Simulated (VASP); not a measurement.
# HF in VASP: notebook, part 2 of 2

VASP 6.6.1. Earlier steps stand in the parts before.

### Step 3. Molecular dynamics, PBE+D3(BJ)

INCAR

```
PREC = Accurate
ENCUT = 520
EDIFF = 1E-5
ISMEAR = -1
SIGMA = 0.05
LREAL = Auto
LASPH = T
NELM = 60
ALGO = Normal
ISIF = 2
LWAVE = F
LCHARG = F
GGA = PE
IVDW = 12
IBRION = 0
NSW = 40
POTIM = 0.5
TEBEG = 700.0
TEEND = 700.0
ISYM = 0
NELMIN = 4
RANDOM_SEED = 972484 0 0
MDALGO = 3
LANGEVIN_GAMMA = 20 20
```

KPOINTS

```
Automatic mesh
0
Gamma
  1 1 1
```

POSCAR

```
HF
1.0
    6.4792240000      0.0000000000      0.0000000000
    0.0000000000      6.4792240000      0.0000000000
    0.0000000000      0.0000000000      6.4792240000
F H
8 8
Direct
    0.7107662200      0.3381740400      0.3349256800
    0.3893712300      0.2783801900      0.5407151700
    0.6706867600      1.0235911400      0.9819107700
    1.0515669100      0.4812976300      0.5024002100
    0.3237010800      0.5385622400      0.9307868400
    0.1299108400     -0.1117698900      0.8968802900
    0.8452727300      0.8218233200      0.2703876200
   -0.0207319000      0.0229907700      0.5664643400
    0.5858539000      0.3285477100      0.4179198800
    0.2619702900      0.3553811300      0.5287055500
    0.6180995200      1.1552190000      1.0167621400
    0.9292273100      0.4207608500      0.4436363100
    0.2507320700      0.6657502800      0.9163827400
    0.0750238500     -0.0680032900      0.7651729500
    0.7893720200      0.9005030800      0.1564935600
   -0.0681814300     -0.0609868100      0.4510604600
```

Potentials or basis: VASP PAW PBE potentials, release 64 (F, H).

Started as:

```sh
$ cat potpaw_PBE.64/F/POTCAR potpaw_PBE.64/H/POTCAR > POTCAR
$ mpirun -np 1 vasp_gam > vasp.out
```

OUTCAR:

```text
PREC = Accurate
   ENCUT = 520
   EDIFF = 1E-5
   ISMEAR = -1
   LREAL = Auto
   LASPH = T
   NELM = 60
   ISIF = 2
   GGA = PE
   IVDW = 12
   IBRION = 0
   NSW = 40
   POTIM = 0.5
   TEBEG = 700.0
   ISYM = 0
   NELMIN = 4
 IVDW          = 12

 ion  position               nearest neighbor table
   1  0.711  0.338  0.335-   9 0.97
   2  0.389  0.278  0.541-  10 0.97
   3  0.671  0.024  0.982-  11 0.95
   4  0.052  0.481  0.502-  12 0.96
   5  0.324  0.539  0.931-  13 0.95
   6  0.130  0.888  0.897-  14 0.97
[... 8 lines left out ...]
  15  0.789  0.901  0.156-   7 0.97
  16  0.932  0.939  0.451-   8 0.97

IMPORTANT INFORMATION: All symmetrisations will be switched off!
NOSYMM: (Re-)initialisation of all symmetry stuff for point group C_1.

----------------------------------------------------------------------------------------

                                     Primitive cell

  volume of cell :     272.0001

  direct lattice vectors                    reciprocal lattice vectors
     6.479224000  0.000000000  0.000000000     0.154339470  0.000000000  0.000000000
     0.000000000  6.479224000  0.000000000     0.000000000  0.154339470  0.000000000
     0.000000000  0.000000000  6.479224000     0.000000000  0.000000000  0.154339470

  length of vectors
     6.479224000  6.479224000  6.479224000     0.154339470  0.154339470  0.154339470

  position of ions in fractional coordinates (direct lattice)
     0.710766220  0.338174040  0.334925680
     0.389371230  0.278380190  0.540715170
     0.670686760  0.023591140  0.981910770
     0.051566910  0.481297630  0.502400210
     0.323701080  0.538562240  0.930786840
     0.129910840  0.888230110  0.896880290
[... 8 lines left out ...]
     0.789372020  0.900503080  0.156493560
     0.931818570  0.939013190  0.451060460

  ion indices of the primitive-cell ions
   primitive index   ion index
                 1           1
                 2           2
                 3           3
                 4           4
                 5           5
                 6           6
[... 8 lines left out ...]
                15          15
                16          16

----------------------------------------------------------------------------------------

 KPOINTS: Automatic mesh

Automatic generation of k-mesh.
 Grid dimensions read from file:
 generate k-points for:    1    1    1

 Generating k-lattice:

  Cartesian coordinates                     Fractional coordinates (reciprocal lattice)
     0.154339470  0.000000000  0.000000000     1.000000000  0.000000000  0.000000000
     0.000000000  0.154339470  0.000000000     0.000000000  1.000000000  0.000000000
     0.000000000  0.000000000  0.154339470     0.000000000  0.000000000  1.000000000

  Length of vectors
     0.154339470  0.154339470  0.154339470

  Shift w.r.t. Gamma in fractional coordinates (k-lattice)
     0.000000000  0.000000000  0.000000000

 Subroutine IBZKPT returns following result:
 ===========================================

 Found      1 irreducible k-points:

 Following reciprocal coordinates:
            Coordinates               Weight
  0.000000  0.000000  0.000000      1.000000
   k-points           NKPTS =      1   k-points in BZ     NKDIM =      1   number of bands    NBANDS=     41
   number of dos      NEDOS =    301   number of ions     NIONS =     16
   total plane-waves  NPLWV = 110592
   dimension x,y,z NGX =    48 NGY =   48 NGZ =   48
   dimension x,y,z NGXF=    96 NGYF=   96 NGZF=   96
   ions per type =               8   8
   NGX,Y,Z   is equivalent  to a cutoff of  12.32, 12.32, 12.32 a.u.
   NGXF,Y,Z  is equivalent  to a cutoff of  24.63, 24.63, 24.63 a.u.
 SYSTEM =  unknown system
   PREC   = accura    normal or accurate (medium, high low for compatibility)
   ISTART =      0    job   : 0-new  1-cont  2-samecut
   ICHARG =      2    charge: 1-file 2-atom 10-const
   ISPIN  =      1    spin polarized calculation?
   LNONCOLLINEAR =      F non collinear calculations
   LSORBIT =      F    spin-orbit coupling
   LASPH  =      T    aspherical Exc in radial PAW
   ENCUT  =  520.0 eV  38.22 Ry    6.18 a.u.  12.05 12.05 12.05*2*pi/ulx,y,z
   NELM   =     60;   NELMIN=  4; NELMDL= -5     # of ELM steps
   EDIFF  = 0.1E-04   stopping-criterion for ELM
   LREAL  =      T    real-space projection
   EDIFFG = 0.1E-03   stopping-criterion for IOM
   NSW    =     40    number of steps for IOM
   IBRION =      0    ionic relax: 0-MD 1-quasi-New 2-CG
   NFREE  =      0    steps in history (QN), initial steepest desc. (CG)
   ISIF   =      2    stress and relaxation
   ISYM   =      0    0-nonsym 1-usesym 2-fastsym
   POTIM  = 0.5000    time-step for ionic-motion
   TEBEG  =  700.0;   TEEND  = 700.0 temperature during run
   PSTRESS=    0.0 pullay stress
   NELECT =      64.0000    total number of electrons
   NUPDOWN=      -1.0000    fix difference up-down
   EMIN   =  10.00;   EMAX   =-10.00  energy-range for DOS
   EFERMI =   0.00;   METHOD = LEGACY
   ISMEAR =    -1;   SIGMA  =   0.05  broadening in eV -4-tet -1-fermi 0-gaus
   EFERMI_NEDOS =   21; number of points for ismear=-14 and -15
   IALGO  =     38    algorithm
   IMIX   =      4    mixing-type and parameters
     AMIX     =   0.40;   BMIX     =  1.00
     AMIX_MAG =   1.60;   BMIX_MAG =  1.00
  volume/ion in A,a.u.               =      17.00       114.72
  Fermi-wavevector in a.u.,A,eV,Ry     =   1.010676  1.909900 13.897880  1.021465
  Thomas-Fermi vector in A             =   2.143679
   LORBIT       =      0    0 simple, 1 ext, 2 COOP (PROOUT), +10 PAW based schemes
   GGA     = PE    functional components
   LHFCALC =     F    Hartree Fock is set to
   AEXX    =    0.0000 exact exchange contribution
   IVDW    =    12    specifies the selected vdW correction
   LEPSILON=     F    determine dielectric tensor
   LRPA    =     F    only Hartree local field effects (RPA)
 molecular dynamics for ions
 non-spin polarized calculation
  energy-cutoff  :      520.00
  volume of cell :      272.00
 maximum number of plane-waves:      3625
   NGX = 25   NGY = 25   NGZ = 25

--------------------------------------- Ionic step        1  -------------------------------------------

 number of electron      63.9999987 magnetization

 Free energy of the ion-electron system (eV)
  ---------------------------------------------------
  ext. energy  EPLUGINS =         0.00000000
  ---------------------------------------------------
  free energy    TOTEN  =       -65.98492151 eV

  energy without entropy =      -65.98492151  energy(sigma->0) =      -65.98492151

------------------------ aborting loop because EDIFF is reached ----------------------------------------

 Edisp (eV)   -0.29239

 E8    (eV) :    -0.0582

  FORCE on cell =-STRESS in cart. coord.  units (eV):
  Direction    XX          YY          ZZ          XY          YZ          ZX
  --------------------------------------------------------------------------------------
  -------------------------------------------------------------------------------------
  Total      -1.45412    -0.44302    -0.69640     0.00845    -0.02758    -0.24302
  in kB      -8.56530    -2.60954    -4.10204     0.04978    -0.16243    -1.43145
  external pressure =       -5.09 kB  Pullay stress =        0.00 kB
[... 165 lines left out ...]
  ENERGY OF THE ELECTRON-ION-THERMOSTAT SYSTEM (eV)
  ---------------------------------------------------
% ion-electron   TOTEN  =       -66.214769  see above
  kinetic energy EKIN   =         1.380876
  kin. lattice  EKIN_LAT=         0.000000  (temperature  667.68 K)
  nose potential ES     =         0.000000
  nose kinetic   EPS    =         0.000000
  ---------------------------------------------------
  total energy   ETOTAL =       -64.833893 eV

[... ionic steps 4 to 37 ...]

--------------------------------------- Ionic step       38  -------------------------------------------

 number of electron      64.0000027 magnetization

------------------------ aborting loop because EDIFF is reached ----------------------------------------

 Edisp (eV)   -0.29162

 E8    (eV) :    -0.0581
[... 109 lines left out ...]
  ENERGY OF THE ELECTRON-ION-THERMOSTAT SYSTEM (eV)
  ---------------------------------------------------
% ion-electron   TOTEN  =       -65.451556  see above
  kinetic energy EKIN   =         0.889452
  kin. lattice  EKIN_LAT=         0.000000  (temperature  430.07 K)
  nose potential ES     =         0.000000
  nose kinetic   EPS    =         0.000000
  ---------------------------------------------------
  total energy   ETOTAL =       -64.562103 eV

--------------------------------------- Ionic step       40  -------------------------------------------

 number of electron      64.0000021 magnetization

 Free energy of the ion-electron system (eV)
  ---------------------------------------------------
  ext. energy  EPLUGINS =         0.00000000
  ---------------------------------------------------
  free energy    TOTEN  =       -65.19995554 eV

  energy without entropy =      -65.19995554  energy(sigma->0) =      -65.19995554

 E-fermi :  -5.1327     XC(G=0):  -5.5401

 val. band max:       -6.4758525317   @ k =   0.0000   0.0000   0.0000
 cond. band min:      -0.1566822876   @ k =   0.0000   0.0000   0.0000
 fundamental gap:      6.3191702441
 Fermi energy:        -5.1327190978

 k-point     1 :       0.0000    0.0000    0.0000
  band No.  band energies     occupation
      1     -29.8444      2.00000
      2     -29.0622      2.00000
      3     -28.4961      2.00000
      4     -28.4425      2.00000
      5     -28.1597      2.00000
      6     -27.4989      2.00000
[... 86 lines left out ...]
  ENERGY OF THE ELECTRON-ION-THERMOSTAT SYSTEM (eV)
  ---------------------------------------------------
% ion-electron   TOTEN  =       -65.491638  see above
  kinetic energy EKIN   =         0.942856
  kin. lattice  EKIN_LAT=         0.000000  (temperature  455.89 K)
  nose potential ES     =         0.000000
  nose kinetic   EPS    =         0.000000
  ---------------------------------------------------
  total energy   ETOTAL =       -64.548782 eV
```

Wall time 4.8 min (1 thread of AMD EPYC 7R13 (Zen 3), shared host); peak memory 0.3 GiB.

Results:

- Dispersion energy per atom: -0.018 eV

Caveat: the k points lie up to 0.97 Å⁻¹ apart.
